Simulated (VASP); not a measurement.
# TiO2 (P4_2/mnm) in VASP: notebook

The runs below take TiO2 through single point, with PBE+U.

Program: VASP 6.6.1. These are calculated values, not measurements. Logs are shortened: lines on timing, memory, paths and dates and some standing lists are left out, and cuts for length are marked.

## Step 1: The cell of the first run

The structure is tetragonal, space group P4_2/mnm (No. 136). The conventional cell has a = 5.012 Å, b = 5.012 Å, c = 3.006 Å, α = 90.00°, β = 90.00°, γ = 90.00°. Ti (site symmetry mmm) has 6 O at 2.04 to 2.17 Å within 2.7 Å. O (site symmetry m2m) has 3 Ti at 2.04 to 2.17 Å and 1 O at 2.75 Å within 2.8 Å.

## Step 2: Single point, PBE+U (strain +0.080 along x and y, +0.000 along z)

INCAR

```
  ALGO = Normal
  EDIFF = 1E-6
  ENCUT = 520
  GGA = PE
  ISIF = 2
  ISMEAR = 0
  LASPH = T
  LCHARG = T
  LDAU = T
  LDAUJ = 0 0
  LDAUL = 2 -1
  LDAUPRINT = 1
  LDAUTYPE = 2
  LDAUU = 4 0
  LELF = T
  LMAXMIX = 4
  LREAL = F
  LVHAR = T
  LWAVE = F
  NBANDS = 33
  NELM = 150
  PREC = Accurate
  SIGMA = 0.05
```

KPOINTS

```
k-points
0
Gamma
  6 6 10
```

POSCAR

```
TiO2
1.0
    5.0116130050      0.0000000000      0.0000000000
    0.0000000000      5.0116130050      0.0000000000
    0.0000000000      0.0000000000      3.0063836717
Ti O
2 4
Direct
    0.0000000000      0.0000000000      0.0000000000
    0.5000000000      0.5000000000      0.5000000000
    0.3056475955      0.3056475955      0.0000000000
    0.1943524045      0.8056475955      0.5000000000
    0.6943524045      0.6943524045      0.0000000000
    0.8056475955      0.1943524045      0.5000000000
```

Potentials or basis: VASP PAW PBE potentials, release 64 (Ti_sv, O).

Launch:

```
> cat potpaw_PBE.64/Ti_sv/POTCAR potpaw_PBE.64/O/POTCAR > POTCAR
> mpirun -np 1 vasp_std > vasp.out
```

OUTCAR:

```text
EDIFF = 1E-6
   ENCUT = 520
   GGA = PE
   ISIF = 2
   ISMEAR = 0
   LASPH = T
   LREAL = F
   NELM = 150
   PREC = Accurate

 ion  position               nearest neighbor table
   1  0.000  0.000  0.000-   4 2.04   6 2.04   4 2.04   6 2.04   5 2.17   3 2.17
   2  0.500  0.500  0.500-   3 2.04   5 2.04   3 2.04   5 2.04   4 2.17   6 2.17
   3  0.306  0.306  0.000-   2 2.04   2 2.04   1 2.17
   4  0.194  0.806  0.500-   1 2.04   1 2.04   2 2.17
   5  0.694  0.694  0.000-   2 2.04   2 2.04   1 2.17
   6  0.806  0.194  0.500-   1 2.04   1 2.04   2 2.17

  LATTYP: Found a simple tetragonal cell.
 ALAT       =     5.0116130050
 C/A-ratio  =     0.5998834445

  Lattice vectors:

 A1 = (   5.0116130050,   0.0000000000,   0.0000000000)
 A2 = (   0.0000000000,   5.0116130050,   0.0000000000)
 A3 = (   0.0000000000,   0.0000000000,   3.0063836717)

Analysis of symmetry for initial positions (statically):
=====================================================================
 Subroutine PRICEL returns:
 Original cell was already a primitive cell.

 Routine SETGRP: Setting up the symmetry group for a
 simple tetragonal supercell.

 Subroutine GETGRP returns: Found 16 space group operations
 (whereof  8 operations were pure point group operations)
 out of a pool of 16 trial point group operations.

The static configuration has the point symmetry D_2h.
 The point group associated with its full space group is D_4h.

Analysis of symmetry for dynamics (positions and initial velocities):
=====================================================================
 Subroutine PRICEL returns:
 Original cell was already a primitive cell.

 Routine SETGRP: Setting up the symmetry group for a
 simple tetragonal supercell.

 Subroutine GETGRP returns: Found 16 space group operations
 (whereof  8 operations were pure point group operations)
 out of a pool of 16 trial point group operations.

The dynamic configuration has the point symmetry D_2h.
 The point group associated with its full space group is D_4h.

 Subroutine INISYM returns: Found 16 space group operations
[... 184 lines left out ...]

spin component  1

  0.1653  0.0000  0.0528  0.0000  0.0000
  0.0000  0.1777  0.0000  0.0810  0.0000
  0.0528  0.0000  0.1110  0.0000  0.0000
  0.0000  0.0810  0.0000  0.1777  0.0000
  0.0000  0.0000  0.0000  0.0000  0.0922

spin component  2

  0.1653  0.0000  0.0528  0.0000  0.0000
  0.0000  0.1777  0.0000  0.0810  0.0000
  0.0528  0.0000  0.1110  0.0000  0.0000
  0.0000  0.0810  0.0000  0.1777  0.0000
  0.0000  0.0000  0.0000  0.0000  0.0922

 occupancies and eigenvectors

  o =  0.0788  v = -0.5207  0.0000  0.8537  0.0000 -0.0000  0.0000  0.0000  0.0000  0.0000  0.0000      0.0000  0.0000  0.0000  0.0000  0.0000  0.0000  0.0000  0.0000  0.0000  0.0000
  o =  0.0788  v =  0.0000  0.0000  0.0000  0.0000  0.0000 -0.5207  0.0000  0.8537  0.0000 -0.0000      0.0000  0.0000  0.0000  0.0000  0.0000  0.0000  0.0000  0.0000  0.0000  0.0000
  o =  0.0922  v = -0.0000 -0.0000  0.0000  0.0000  1.0000  0.0000  0.0000  0.0000  0.0000  0.0000      0.0000  0.0000  0.0000  0.0000  0.0000  0.0000  0.0000  0.0000  0.0000  0.0000
  o =  0.0922  v =  0.0000  0.0000  0.0000  0.0000  0.0000 -0.0000 -0.0000  0.0000  0.0000  1.0000      0.0000  0.0000  0.0000  0.0000  0.0000  0.0000  0.0000  0.0000  0.0000  0.0000
  o =  0.0966  v =  0.0000  0.7071  0.0000 -0.7071  0.0000  0.0000  0.0000  0.0000  0.0000  0.0000      0.0000  0.0000  0.0000  0.0000  0.0000  0.0000  0.0000  0.0000  0.0000  0.0000
  o =  0.0966  v =  0.0000  0.0000  0.0000  0.0000  0.0000  0.0000  0.7071  0.0000 -0.7071  0.0000      0.0000  0.0000  0.0000  0.0000  0.0000  0.0000  0.0000  0.0000  0.0000  0.0000
  o =  0.1976  v = -0.8537  0.0000 -0.5207  0.0000 -0.0000  0.0000  0.0000  0.0000  0.0000  0.0000      0.0000  0.0000  0.0000  0.0000  0.0000  0.0000  0.0000  0.0000  0.0000  0.0000
  o =  0.1976  v =  0.0000  0.0000  0.0000  0.0000  0.0000 -0.8537  0.0000 -0.5207  0.0000 -0.0000      0.0000  0.0000  0.0000  0.0000  0.0000  0.0000  0.0000  0.0000  0.0000  0.0000
  o =  0.2587  v =  0.0000  0.0000  0.0000  0.0000  0.0000  0.0000  0.7071  0.0000  0.7071  0.0000      0.0000  0.0000  0.0000  0.0000  0.0000  0.0000  0.0000  0.0000  0.0000  0.0000
  o =  0.2587  v =  0.0000  0.7071  0.0000  0.7071  0.0000  0.0000  0.0000  0.0000  0.0000  0.0000      0.0000  0.0000  0.0000  0.0000  0.0000  0.0000  0.0000  0.0000  0.0000  0.0000

 number of electron      47.9999991 magnetization

 Free energy of the ion-electron system (eV)
  ---------------------------------------------------
  ext. energy  EPLUGINS =         0.00000000
  ---------------------------------------------------
  free energy    TOTEN  =       -47.69032487 eV

  energy without entropy =      -47.69032487  energy(sigma->0) =      -47.69032487

 E-fermi :   3.4437     XC(G=0): -10.4198

 val. band max:        3.0980839181   @ k =   0.0000   0.0000   0.0000
 cond. band min:       5.0615137511   @ k =   0.5000   0.5000   0.0000
 fundamental gap:      1.9634298330
 Fermi energy:         3.4437037478

 k-point     1 :       0.0000    0.0000    0.0000
  band No.  band energies     occupation
      1     -55.3360      2.00000
      2     -55.3314      2.00000
      3     -31.4620      2.00000
      4     -31.4620      2.00000
      5     -31.4029      2.00000
      6     -31.4029      2.00000
[... 853 lines left out ...]
     32       7.2095      0.00000
     33       8.3436      0.00000

 [... further k-points ...]
[... 5 lines left out ...]
  --------------------------------------------------------------------------------------
  -------------------------------------------------------------------------------------
  Total      -10.8087143    -10.8087143     -6.5343087     -0.0000000      0.0000000      0.0000000
  in kB     -229.3428257   -229.3428257   -138.6470939     -0.0000000      0.0000000      0.0000000
  external PRESSURE =    -199.1109151 kB  Pullay stress =       0.0000000 kB

 VOLUME and BASIS-vectors are now :
 -----------------------------------------------------------------------------
  energy-cutoff  :      520.00
  volume of cell :       75.51
      direct lattice vectors                 reciprocal lattice vectors
     5.011613005  0.000000000  0.000000000     0.199536556  0.000000000  0.000000000
     0.000000000  5.011613005  0.000000000     0.000000000  0.199536556  0.000000000
     0.000000000  0.000000000  3.006383672     0.000000000  0.000000000  0.332625543

 POSITION                                       TOTAL-FORCE (eV/Angst)
 -----------------------------------------------------------------------------------
      0.00000      0.00000      0.00000         0.000000      0.000000     -0.000000
      2.50581      2.50581      1.50319         0.000000      0.000000     -0.000000
      1.53179      1.53179      0.00000         0.563978      0.563978      0.000000
      0.97402      4.03759      1.50319        -0.563978      0.563978      0.000000
      3.47983      3.47983      0.00000        -0.563978     -0.563978     -0.000000
      4.03759      0.97402      1.50319         0.563978     -0.563978     -0.000000
 -----------------------------------------------------------------------------------
    total drift:                                0.000000     -0.000000     -0.000000

  FREE ENERGIE OF THE ION-ELECTRON SYSTEM (eV)
  ---------------------------------------------------
  free  energy   TOTEN  =       -47.6903248694 eV

  energy  without entropy=      -47.6903248694  energy(sigma->0) =      -47.69032487
```

stdout:

```text
POSCAR found type information on POSCAR TiO
 POSCAR found :  2 types and       6 ions
 scaLAPACK will be used
 LDA part: xc-table for (Slater+PW92), standard interpolation
 POSCAR, INCAR and KPOINTS ok, starting setup
 FFT: planning ... GRIDC
 FFT: planning ... GRID_SOFT
 FFT: planning ... GRID
 WAVECAR not read
 entering main loop
```

It took 2.9 min on 1 thread of Intel Xeon Platinum 8488C (Sapphire Rapids), shared host; peak memory 0.25 GiB.

What came out:

```yaml
Free_energy: -47.6903 eV
Pressure: -19.9 GPa
Largest_force: 0.798 eV/Å
Band_gap_on_the_k_mesh: 1.96 eV (least direct gap 2.00 eV)
```

Forces in eV/Å, atoms in the order of the input:
```
Ti   0.000  0.000  0.000
Ti   0.000  0.000  0.000
O    0.564  0.564  0.000
O   -0.564  0.564  0.000
O   -0.564 -0.564  0.000
O    0.564 -0.564  0.000
```

Stress tensor (GPa, compression positive):
```
-22.93   0.00   0.00
  0.00 -22.93   0.00
  0.00   0.00 -13.86
```

Eigenvalues of the final occupation matrices:
```tsv
site	spin	trace	eigenvalues
site 1 d	1	0.72	0.08 0.09 0.10 0.20 0.26
site 1 d	2	0.72	0.08 0.09 0.10 0.20 0.26
site 2 d	1	0.72	0.08 0.09 0.10 0.20 0.26
site 2 d	2	0.72	0.08 0.09 0.10 0.20 0.26
```

Caveat: the cell differs from its parent crystal (strain +0.080 along x and y, +0.000 along z); the stress differs along the axes, from -23 to -14 GPa. A k mesh can miss the band edges.

## Step 3: Single point, PBE+U (strain +0.040 along x and y, +0.080 along z)

INCAR

```
ALGO = Normal ; EDIFF = 1E-6
ENCUT = 520 ; GGA = PE
ISIF = 2 ; ISMEAR = 0
LASPH = True ; LCHARG = False
LDAU = True ; LDAUJ = 0 0
LDAUL = 2 -1 ; LDAUPRINT = 1
LDAUTYPE = 2 ; LDAUU = 4 0
LMAXMIX = 4 ; LREAL = False
LWAVE = False ; NBANDS = 33
NELM = 150 ; PREC = Accurate
SIGMA = 0.05
```

KPOINTS is that of step 2.

POSCAR, as its differences from that of step 2:

```diff
@@ -2,5 +2,5 @@
 1.0
-    5.0116130050      0.0000000000      0.0000000000
-    0.0000000000      5.0116130050      0.0000000000
-    0.0000000000      0.0000000000      3.0063836717
+    4.8259977085      0.0000000000      0.0000000000
+    0.0000000000      4.8259977085      0.0000000000
+    0.0000000000      0.0000000000      3.2468943654
 Ti O
```

Potentials or basis: VASP PAW PBE potentials, release 64 (Ti_sv, O).

Launch:

```
> cat potpaw_PBE.64/Ti_sv/POTCAR potpaw_PBE.64/O/POTCAR > POTCAR
> mpirun -np 1 vasp_std > vasp.out
```

Wall time 2.8 min (1 thread of Intel Xeon Platinum 8488C (Sapphire Rapids), shared host); peak memory 0.25 GiB.

Results (log left out):

- Free energy: -47.5811 eV
- Pressure: -23.6 GPa
- Largest force: 0.309 eV/Å
- Band gap on the k mesh: 1.86 eV (least direct gap 1.87 eV)

Forces in eV/Å, atoms in the order of the input:
```
Ti   0.000  0.000  0.000
Ti   0.000  0.000  0.000
O    0.219  0.219  0.000
O   -0.219  0.219  0.000
O   -0.219 -0.219  0.000
O    0.219 -0.219  0.000
```

Stress tensor (GPa, compression positive):
```
-19.29   0.00   0.00
  0.00 -19.29   0.00
  0.00   0.00 -32.09
```

Levels at points of the mesh, in eV from the valence-band top:
```tsv
k point	band 21	band 22	band 23	band 24	band 25	band 26	band 27	band 28
(0.00, 0.00, 0.00)	-0.93	-0.46	-0.46	0.00	1.87	2.07	2.14	2.20
(0.50, 0.00, 0.00)	-1.74	-1.74	-0.63	-0.63	2.31	2.31	2.62	2.62
(0.50, 0.50, 0.00)	-1.53	-1.53	-1.07	-1.07	1.86	1.86	2.22	2.22
(0.00, 0.00, 0.50)	-1.87	-1.87	-1.28	-1.28	2.61	2.61	2.62	2.62
(0.50, 0.00, 0.50)	-1.67	-1.67	-0.86	-0.86	1.87	1.87	2.66	2.66
(0.50, 0.50, 0.50)	-1.00	-1.00	-0.67	-0.67	2.35	2.35	2.68	2.68
```

Eigenvalues of the final occupation matrices:
```tsv
site	spin	trace	eigenvalues
site 1 d	1	0.70	0.06 0.09 0.10 0.22 0.24
site 1 d	2	0.70	0.06 0.09 0.10 0.22 0.24
site 2 d	1	0.70	0.06 0.09 0.10 0.22 0.24
site 2 d	2	0.70	0.06 0.09 0.10 0.22 0.24
```

Caveat: the cell differs from its parent crystal (strain +0.040 along x and y, +0.080 along z); the stress differs along the axes, from -32 to -19 GPa.

(Continued in part 2 of 2.)
